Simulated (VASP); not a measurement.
# CdI2 (P-3m1) in VASP: notebook

The runs below take CdI2 through electric field gradients, with PBEsol.

All numbers are computed with VASP 6.6.1; they aren't measurements. Logs are shortened: lines on timing, memory, paths and dates and some standing lists are left out, and cuts for length are marked.

**1. The cell of the first run**

Symmetry: P-3m1, No. 164, trigonal system. Conventional cell: a = 4.202 Å, b = 4.202 Å, c = 6.859 Å, α = 90.00°, β = 90.00°, γ = 120.00°. Cd (site symmetry -3m) has 6 I at 2.97 Å within 3.9 Å. I (site symmetry 3m) has 3 Cd at 2.97 Å within 3.9 Å.

**2. Electric field gradients, PBEsol (equal xx and yy strain of -1 %)**

File INCAR:

```
  PREC = Accurate
  ENCUT = 400
  EDIFF = 1E-8
  ISMEAR = -1
  SIGMA = 0.03
  LREAL = False
  LASPH = True
  NELM = 120
  ALGO = Normal
  ISIF = 2
  LWAVE = False
  LCHARG = False
  GGA = PS
  LEFG = True
  NBANDS = 20
  GGA_COMPAT = False
```

File KPOINTS:

```
regular mesh
0
Gamma
  8 8 5
```

File POSCAR:

```
CdI2
1.0
    4.2015592226      0.0000000000      0.0000000000
   -2.1007796112      3.6386570222      0.0000000000
    0.0000000000      0.0000000000      6.8590000000
Cd I
1 2
Direct
    0.0000000000      0.0000000000      0.0000000000
    0.3333333333      0.6666666667      0.2492000000
    0.6666666667      0.3333333333      0.7508000000
```

Potentials or basis: VASP PAW PBE potentials, release 64 (Cd, I).

Launch:

```
cat potpaw_PBE.64/Cd/POTCAR potpaw_PBE.64/I/POTCAR > POTCAR
mpirun -np 1 vasp_std > vasp.out
```

OUTCAR:

```text
PREC = Accurate
   ENCUT = 400
   EDIFF = 1E-8
   ISMEAR = -1
   LREAL = False
   LASPH = True
   NELM = 120
   ISIF = 2
   GGA = PS

 ion  position               nearest neighbor table
   1  0.000  0.000  0.000-   2 2.97   3 2.97   2 2.97   3 2.97   3 2.97   2 2.97
   2  0.333  0.667  0.249-   1 2.97   1 2.97   1 2.97
   3  0.667  0.333  0.751-   1 2.97   1 2.97   1 2.97

  LATTYP: Found a hexagonal cell.
 ALAT       =     4.2015592226
 C/A-ratio  =     1.6324891871

  Lattice vectors:

 A1 = (   4.2015592226,   0.0000000000,   0.0000000000)
 A2 = (  -2.1007796112,   3.6386570222,   0.0000000000)
 A3 = (   0.0000000000,   0.0000000000,   6.8590000000)

Analysis of symmetry for initial positions (statically):
=====================================================================
 Subroutine PRICEL returns:
 Original cell was already a primitive cell.

 Routine SETGRP: Setting up the symmetry group for a
 hexagonal supercell.

 Subroutine GETGRP returns: Found 12 space group operations
 (whereof 12 operations were pure point group operations)
 out of a pool of 24 trial point group operations.

The static configuration has the point symmetry D_3d.

Analysis of symmetry for dynamics (positions and initial velocities):
=====================================================================
 Subroutine PRICEL returns:
 Original cell was already a primitive cell.

 Routine SETGRP: Setting up the symmetry group for a
 hexagonal supercell.

 Subroutine GETGRP returns: Found 12 space group operations
 (whereof 12 operations were pure point group operations)
 out of a pool of 24 trial point group operations.

The dynamic configuration has the point symmetry D_3d.

 Subroutine INISYM returns: Found 12 space group operations
 (whereof 12 operations are pure point group operations),
 and found     1 'primitive' translations

----------------------------------------------------------------------------------------

                                     Primitive cell

  volume of cell :     104.8606

  direct lattice vectors                    reciprocal lattice vectors
     4.201559223  0.000000000  0.000000000     0.238006880  0.137413336  0.000000000
    -2.100779611  3.638657022  0.000000000     0.000000000  0.274826672  0.000000000
     0.000000000  0.000000000  6.859000000     0.000000000  0.000000000  0.145793847

  length of vectors
     4.201559223  4.201559222  6.859000000     0.274826672  0.274826672  0.145793847

  position of ions in fractional coordinates (direct lattice)
     0.000000000  0.000000000  0.000000000
     0.333333333  0.666666667  0.249200000
     0.666666667  0.333333333  0.750800000

  ion indices of the primitive-cell ions
   primitive index   ion index
                 1           1
                 2           2
                 3           3

----------------------------------------------------------------------------------------

 KPOINTS: regular mesh

Automatic generation of k-mesh.
 Grid dimensions read from file:
 generate k-points for:    8    8    5

 Generating k-lattice:

  Cartesian coordinates                     Fractional coordinates (reciprocal lattice)
     0.029750860  0.017176667  0.000000000     0.125000000  0.000000000  0.000000000
     0.000000000  0.034353334  0.000000000     0.000000000  0.125000000  0.000000000
     0.000000000  0.000000000  0.029158769     0.000000000  0.000000000  0.200000000

  Length of vectors
     0.034353334  0.034353334  0.029158769

  Shift w.r.t. Gamma in fractional coordinates (k-lattice)
     0.000000000  0.000000000  0.000000000

 Subroutine IBZKPT returns following result:
 ===========================================

 Found     40 irreducible k-points:

 Following reciprocal coordinates:
            Coordinates               Weight
  0.000000  0.000000  0.000000      1.000000
  0.125000  0.000000  0.000000      6.000000
  0.250000  0.000000  0.000000      6.000000
  0.375000 -0.000000  0.000000      6.000000
  0.500000  0.000000  0.000000      3.000000
  0.125000  0.125000  0.000000      6.000000
[... 16 lines left out ...]
 -0.125000  0.500000  0.200000     12.000000
  0.250000  0.250000  0.200000     12.000000
 [... further k-points ...]
   k-points           NKPTS =     40   k-points in BZ     NKDIM =     40   number of bands    NBANDS=     20
   number of dos      NEDOS =    301   number of ions     NIONS =      3
   total plane-waves  NPLWV =  37632
   dimension x,y,z NGX =    28 NGY =   28 NGZ =   48
   dimension x,y,z NGXF=    56 NGYF=   56 NGZF=   96
   ions per type =               1   2
   NGX,Y,Z   is equivalent  to a cutoff of  11.08, 11.08, 11.63 a.u.
   NGXF,Y,Z  is equivalent  to a cutoff of  22.16, 22.16, 23.27 a.u.
 SYSTEM =  unknown system
   PREC   = accura    normal or accurate (medium, high low for compatibility)
   ISTART =      0    job   : 0-new  1-cont  2-samecut
   ICHARG =      2    charge: 1-file 2-atom 10-const
   ISPIN  =      1    spin polarized calculation?
   LNONCOLLINEAR =      F non collinear calculations
   LSORBIT =      F    spin-orbit coupling
   LASPH  =      T    aspherical Exc in radial PAW
   ENCUT  =  400.0 eV  29.40 Ry    5.42 a.u.   6.85  6.85 11.19*2*pi/ulx,y,z
   NELM   =    120;   NELMIN=  2; NELMDL= -5     # of ELM steps
   EDIFF  = 0.1E-07   stopping-criterion for ELM
   LREAL  =      F    real-space projection
   EDIFFG = 0.1E-06   stopping-criterion for IOM
   NSW    =      0    number of steps for IOM
   IBRION =     -1    ionic relax: 0-MD 1-quasi-New 2-CG
   NFREE  =      0    steps in history (QN), initial steepest desc. (CG)
   ISIF   =      2    stress and relaxation
   ISYM   =      2    0-nonsym 1-usesym 2-fastsym
   POTIM  = 0.5000    time-step for ionic-motion
   TEBEG  =    0.0;   TEEND  =   0.0 temperature during run
   PSTRESS=    0.0 pullay stress
   NELECT =      26.0000    total number of electrons
   NUPDOWN=      -1.0000    fix difference up-down
   EMIN   =  10.00;   EMAX   =-10.00  energy-range for DOS
   EFERMI =   0.00;   METHOD = LEGACY
   ISMEAR =    -1;   SIGMA  =   0.03  broadening in eV -4-tet -1-fermi 0-gaus
   EFERMI_NEDOS =   21; number of points for ismear=-14 and -15
   IALGO  =     38    algorithm
   IMIX   =      4    mixing-type and parameters
     AMIX     =   0.40;   BMIX     =  1.00
     AMIX_MAG =   1.60;   BMIX_MAG =  1.00
  volume/ion in A,a.u.               =      34.95       235.88
  Fermi-wavevector in a.u.,A,eV,Ry     =   1.028478  1.943542 14.391803  1.057768
  Thomas-Fermi vector in A             =   2.162477
   LORBIT       =      0    0 simple, 1 ext, 2 COOP (PROOUT), +10 PAW based schemes
   GGA     = PS    functional components
   LHFCALC =     F    Hartree Fock is set to
   AEXX    =    0.0000 exact exchange contribution
   IVDW    =     0    specifies the selected vdW correction
   LEPSILON=     F    determine dielectric tensor
   LRPA    =     F    only Hartree local field effects (RPA)
 non-spin polarized calculation
  energy-cutoff  :      400.00
  volume of cell :      104.86
 maximum number of plane-waves:      1926
 NGX is ok and might be reduce to    28
   NGX = 13   NGY = 13   NGZ = 23

 number of electron      26.0000011 magnetization

 Free energy of the ion-electron system (eV)
  ---------------------------------------------------
  ext. energy  EPLUGINS =         0.00000000
  ---------------------------------------------------
  free energy    TOTEN  =        -6.37251851 eV

  energy without entropy =       -6.37251851  energy(sigma->0) =       -6.37251851

 E-fermi :   2.7734     XC(G=0):  -8.8471

 val. band max:        2.1375417413   @ k =   0.1250   0.0000   0.2000
 cond. band min:       4.4093923321   @ k =   0.5000   0.0000   0.4000
 fundamental gap:      2.2718505907
 Fermi energy:         2.7734404314

 k-point     1 :       0.0000    0.0000    0.0000
  band No.  band energies     occupation
      1     -10.1661      2.00000
      2      -9.4221      2.00000
      3      -5.4937      2.00000
      4      -5.4937      2.00000
      5      -5.3738      2.00000
      6      -5.2761      2.00000
[... 12 lines left out ...]
     19      11.1289      0.00000
     20      11.2396      0.00000

 k-point     2 :       0.1250    0.0000    0.0000
  band No.  band energies     occupation
      1     -10.0837      2.00000
      2      -9.4084      2.00000
      3      -5.4806      2.00000
      4      -5.4553      2.00000
      5      -5.3547      2.00000
      6      -5.2804      2.00000
[... 498 lines left out ...]
 k-point    24 :       0.2500    0.2500    0.2000
  band No.  band energies     occupation
      1      -9.4883      2.00000
      2      -9.3681      2.00000
      3      -5.3986      2.00000
      4      -5.3307      2.00000
      5      -5.2762      2.00000
      6      -5.2213      2.00000
[... 12 lines left out ...]
     19       9.8029      0.00000
     20      11.0970      0.00000

 [... further k-points ...]
[... 5 lines left out ...]
  --------------------------------------------------------------------------------------
  -------------------------------------------------------------------------------------
  Total        0.1918985      0.1918985      0.1214756      0.0000000      0.0000000     -0.0000000
  in kB        2.9320387      2.9320387      1.8560392      0.0000000      0.0000000     -0.0000000
  external PRESSURE =       2.5733722 kB  Pullay stress =       0.0000000 kB

 VOLUME and BASIS-vectors are now :
 -----------------------------------------------------------------------------
  energy-cutoff  :      400.00
  volume of cell :      104.86
      direct lattice vectors                 reciprocal lattice vectors
     4.201559223  0.000000000  0.000000000     0.238006880  0.137413336  0.000000000
    -2.100779611  3.638657022  0.000000000     0.000000000  0.274826672  0.000000000
     0.000000000  0.000000000  6.859000000     0.000000000  0.000000000  0.145793847

 POSITION                                       TOTAL-FORCE (eV/Angst)
 -----------------------------------------------------------------------------------
      0.00000      0.00000      0.00000        -0.000000      0.000000      0.000000
     -0.00000      2.42577      1.70926         0.000000     -0.000000      0.023112
      2.10078      1.21289      5.14974        -0.000000      0.000000     -0.023112
 -----------------------------------------------------------------------------------
    total drift:                               -0.000000      0.000000      0.000000

  FREE ENERGIE OF THE ION-ELECTRON SYSTEM (eV)
  ---------------------------------------------------
  free  energy   TOTEN  =        -6.3725185065 eV

  energy  without entropy=       -6.3725185065  energy(sigma->0) =       -6.37251851

 Electric field gradients (V/A^2)
---------------------------------------------------------------------
 ion       V_xx      V_yy      V_zz      V_xy      V_xz      V_yz
---------------------------------------------------------------------
   1      -0.129    -0.132     0.261    -0.002     0.000    -0.000
   2      22.946    22.946   -45.892    -0.000    -0.000     0.000
   3      22.946    22.946   -45.892    -0.000    -0.000     0.000
---------------------------------------------------------------------

 Electric field gradients after diagonalization (V/A^2)
 (convention: |V_zz| > |V_xx| > |V_yy|)
----------------------------------------------------------------------
 ion       V_xx      V_yy      V_zz     asymmetry (V_yy - V_xx)/ V_zz
----------------------------------------------------------------------
   1      -0.133    -0.128     0.261       0.020
   2      22.946    22.946   -45.892       0.000
   3      22.946    22.946   -45.892       0.000
----------------------------------------------------------------------

           NMR quadrupolar parameters

 Cq : quadrupolar parameter    Cq=e*Q*V_zz/h
 eta: asymmetry parameters     (V_yy - V_xx)/ V_zz
 Q  : nuclear electric quadrupole moment in mb (millibarn)
----------------------------------------------------------------------
 ion       Cq(MHz)       eta       Q (mb)
----------------------------------------------------------------------
   1       0.001       0.020       1.000
   2      -0.111       0.000       1.000
   3      -0.111       0.000       1.000
----------------------------------------------------------------------
```

Wall time 39 s (1 thread of AMD EPYC 9R14 (Zen 4), shared host); peak memory 0.18 GiB.

What came out:

| Property | Result |
| --- | --- |
| Free energy | -6.3725 eV |
| Pressure | 0.3 GPa |
| Largest force | 0.023 eV/Å |
| Band gap on the k mesh | 2.27 eV (least direct gap 2.58 eV) |
| Largest electric field gradient by atom | Cd +0.3; I -45.9 V/Å² |

Forces on the atoms (eV/Å):
```
Cd   0.000  0.000  0.000
I    0.000  0.000  0.023
I    0.000  0.000 -0.023
```

Levels at points of the mesh, in eV from the valence-band top:
```
           k point  band 9  band 10  band 11  band 12  band 13  band 14  band 15  band 16  band 17  band 18
(0.00, 0.00, 0.00)   -0.34    -0.34    -0.22    -0.16    -0.16     2.41     4.31     6.26     6.26     8.22
(0.50, 0.00, 0.00)   -2.96    -2.14    -1.61    -0.79    -0.16     2.59     4.83     5.74     6.42     7.47
```

Electric field gradients, principal values (V/Å²):
```
atom   least  middle  greatest (by size)
1 Cd  -0.128  -0.133               0.261
 2 I  22.946  22.946             -45.892
 3 I  22.946  22.946             -45.892
```

Caveat: the cell differs from its parent crystal (equal xx and yy strain of -1 %); without QUAD_EFG the Cq values of the log hold for a quadrupole moment of 1 mb, not for the nuclei; the PAW data sets were made with another functional, which shifts forces and pressure a little; spin-orbit coupling is left out, which moves the levels of the heavy elements; an odd mesh through Γ misses points on the zone boundary, where band edges can lie; this functional lacks dispersion, which binds the layers, so the pressure and a relaxed spacing across them are unreliable.

**3. Electric field gradients, PBEsol (equal xx and yy strain of +2 %)**

File INCAR:

```
PREC = Accurate ; ENCUT = 400
EDIFF = 1E-8 ; ISMEAR = -1
SIGMA = 0.03 ; LREAL = F
LASPH = T ; NELM = 120
ALGO = Normal ; ISIF = 2
LWAVE = F ; LCHARG = F
GGA = PS ; LEFG = T
NBANDS = 20 ; GGA_COMPAT = F
```

File KPOINTS:

```
Automatic mesh
0
Gamma
  8 8 5
```

File POSCAR:

```
CdI2
1.0
    4.3288791990      0.0000000000      0.0000000000
   -2.1644395994      3.7489193562      0.0000000000
    0.0000000000      0.0000000000      6.8590000000
Cd I
1 2
Direct
    0.0000000000      0.0000000000      0.0000000000
    0.3333333333      0.6666666667      0.2492000000
    0.6666666667      0.3333333333      0.7508000000
```

Potentials or basis: VASP PAW PBE potentials, release 64 (Cd, I).

Launch:

```
cat potpaw_PBE.64/Cd/POTCAR potpaw_PBE.64/I/POTCAR > POTCAR
mpirun -np 1 vasp_std > vasp.out
```

OUTCAR:

```text
PREC = Accurate
   ENCUT = 400
   EDIFF = 1E-8
   ISMEAR = -1
   LREAL = F
   LASPH = T
   NELM = 120
   ISIF = 2
   GGA = PS

 ion  position               nearest neighbor table
   1  0.000  0.000  0.000-   2 3.03   3 3.03   2 3.03   3 3.03   3 3.03   2 3.03
   2  0.333  0.667  0.249-   1 3.03   1 3.03   1 3.03
   3  0.667  0.333  0.751-   1 3.03   1 3.03   1 3.03

  LATTYP: Found a hexagonal cell.
 ALAT       =     4.3288791990
 C/A-ratio  =     1.5844747993

  Lattice vectors:

 A1 = (   4.3288791990,   0.0000000000,   0.0000000000)
 A2 = (  -2.1644395994,   3.7489193562,   0.0000000000)
 A3 = (   0.0000000000,   0.0000000000,   6.8590000000)

Analysis of symmetry for initial positions (statically):
=====================================================================
 Subroutine PRICEL returns:
 Original cell was already a primitive cell.

 Routine SETGRP: Setting up the symmetry group for a
 hexagonal supercell.

[... 746 lines left out ...]

 POSITION                                       TOTAL-FORCE (eV/Angst)
 -----------------------------------------------------------------------------------
      0.00000      0.00000      0.00000        -0.000000      0.000000      0.000000
     -0.00000      2.49928      1.70926         0.000000     -0.000000     -0.231869
      2.16444      1.24964      5.14974        -0.000000      0.000000      0.231869
 -----------------------------------------------------------------------------------
    total drift:                               -0.000000      0.000000      0.000000

  FREE ENERGIE OF THE ION-ELECTRON SYSTEM (eV)
  ---------------------------------------------------
  free  energy   TOTEN  =        -6.3457832783 eV

  energy  without entropy=       -6.3457832783  energy(sigma->0) =       -6.34578328

 Electric field gradients (V/A^2)
---------------------------------------------------------------------
 ion       V_xx      V_yy      V_zz      V_xy      V_xz      V_yz
---------------------------------------------------------------------
   1      -2.369    -2.366     4.735     0.002    -0.000     0.000
   2      37.315    37.315   -74.630     0.000     0.000    -0.000
   3      37.315    37.315   -74.630     0.000     0.000    -0.000
---------------------------------------------------------------------

 Electric field gradients after diagonalization (V/A^2)
 (convention: |V_zz| > |V_xx| > |V_yy|)
----------------------------------------------------------------------
 ion       V_xx      V_yy      V_zz     asymmetry (V_yy - V_xx)/ V_zz
----------------------------------------------------------------------
   1      -2.370    -2.365     4.735       0.001
   2      37.315    37.315   -74.630       0.000
   3      37.315    37.315   -74.630       0.000
----------------------------------------------------------------------

           NMR quadrupolar parameters

 Cq : quadrupolar parameter    Cq=e*Q*V_zz/h
 eta: asymmetry parameters     (V_yy - V_xx)/ V_zz
 Q  : nuclear electric quadrupole moment in mb (millibarn)
----------------------------------------------------------------------
 ion       Cq(MHz)       eta       Q (mb)
----------------------------------------------------------------------
   1       0.011       0.001       1.000
   2      -0.180       0.000       1.000
   3      -0.180       0.000       1.000
----------------------------------------------------------------------
```

It took 44 s on 1 thread of AMD EPYC 9R14 (Zen 4), shared host; peak memory 0.18 GiB.

Results:

* Free energy: -6.3458 eV
* Pressure: -1.7 GPa
* Largest force: 0.232 eV/Å
* Band gap on the k mesh: 2.22 eV (least direct gap 2.24 eV)
* Largest electric field gradient by atom: Cd +4.7; I -74.6 V/Å²

Forces on the atoms (eV/Å):
```
Cd   0.000  0.000  0.000
I    0.000  0.000 -0.232
I    0.000  0.000  0.232
```

Stress tensor (GPa, compression positive):
```
-1.89  0.00  0.00
 0.00 -1.89  0.00
 0.00  0.00 -1.23
```

Electric field gradients, principal values (V/Å²):
| atom | least | middle | greatest (by size) |
| --- | --- | --- | --- |
| 1 Cd | -2.365 | -2.370 | 4.735 |
| 2 I | 37.315 | 37.315 | -74.630 |
| 3 I | 37.315 | 37.315 | -74.630 |

Caveat: the cell differs from its parent crystal (equal xx and yy strain of +2 %); without QUAD_EFG the Cq values of the log hold for a quadrupole moment of 1 mb, not for the nuclei; the PAW data sets were made with another functional, which shifts forces and pressure a little; spin-orbit coupling is left out, which moves the levels of the heavy elements; an odd mesh through Γ misses points on the zone boundary, where band edges can lie; this functional lacks dispersion, which binds the layers, so the pressure and a relaxed spacing across them are unreliable.

(Continued in part 2 of 2.)
